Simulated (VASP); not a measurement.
A run of VASP 6.6.1 is set up as follows.

The input INCAR:

```
SYSTEM = TePb
PREC     = Accurate       ! precision mode
ENCUT    = 520            ! plane-wave cutoff, eV
EDIFF    = 1E-6           ! SCF threshold, eV
ISMEAR   = 0              ! smearing method
SIGMA    = 0.020999999999999998 ! smearing width, eV
LREAL    = .FALSE.        ! projectors in reciprocal space
LASPH    = .TRUE.         ! aspherical terms in the spheres
NELM     = 80             ! most SCF steps
ALGO     = Normal         ! electronic algorithm
ISIF     = 2              ! what is computed and relaxed
LWAVE    = .FALSE.        ! write WAVECAR
LCHARG   = .FALSE.        ! write CHGCAR
GGA      = PE             ! functional
NBANDS   = 17             ! bands
```

File KPOINTS:

```
Automatic mesh
0
G
  7 7 7
  0 0 0
```

The input POSCAR:

```
TePb
1.0
    0.0000000000      3.2310000000      3.2310000000
    3.2310000000      0.0000000000      3.2310000000
    3.2310000000      3.2310000000      0.0000000000
Pb Te
1 1
Direct
    0.0000000000      0.0000000000      0.0000000000
    0.5000000000      0.5000000000      0.5000000000
```

Potentials or basis: VASP PAW PBE potentials, release 64 (Pb_d, Te).

The run is started by

```console
$ cat potpaw_PBE.64/Pb_d/POTCAR potpaw_PBE.64/Te/POTCAR > POTCAR
$ mpirun -np 1 vasp_std > vasp.out
```

(1) Predict the pressure.

## Answers

(1) 2.1 GPa.
